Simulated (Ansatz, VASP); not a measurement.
C: VASP beside Ansatz

```
C
1.0
     0.00000    1.77846    1.77846
     1.77846    0.00000    1.77846
     1.77846    1.77846    0.00000
C
2
Direct
  0.50000 0.50000 0.50000
  0.75000 0.75000 0.75000
```

Alike in both runs: functional PBE; dispersion D3(BJ); k mesh 12 × 12 × 12; occupations gaussian, width 0.02 eV; no spin polarisation.

Ansatz relaxed the structure, and its values are those at the end. VASP's run is a single point on that final structure, the one shown.

|  | VASP | Ansatz |
| --- | --- | --- |
| version | VASP 6.6.1 | Ansatz 0.2.0 |
| potentials or method | VASP PAW PBE potentials, release 64 (C), cutoff 600 eV | scalar-relativistic, plane waves, PAW |
| valence electrons in the cell | 8 | 8 |

Ansatz gave:

```
gap on the k mesh at the Fermi level (eV) : 4.18
least direct gap on the mesh (eV)         : 5.62
pressure (GPa)                            : 0.0
```

Question: What did VASP give for the same quantities?

Answer: gap on the k mesh at the Fermi level (eV): 4.17; least direct gap on the mesh (eV): 5.61; pressure (GPa): 0.0.
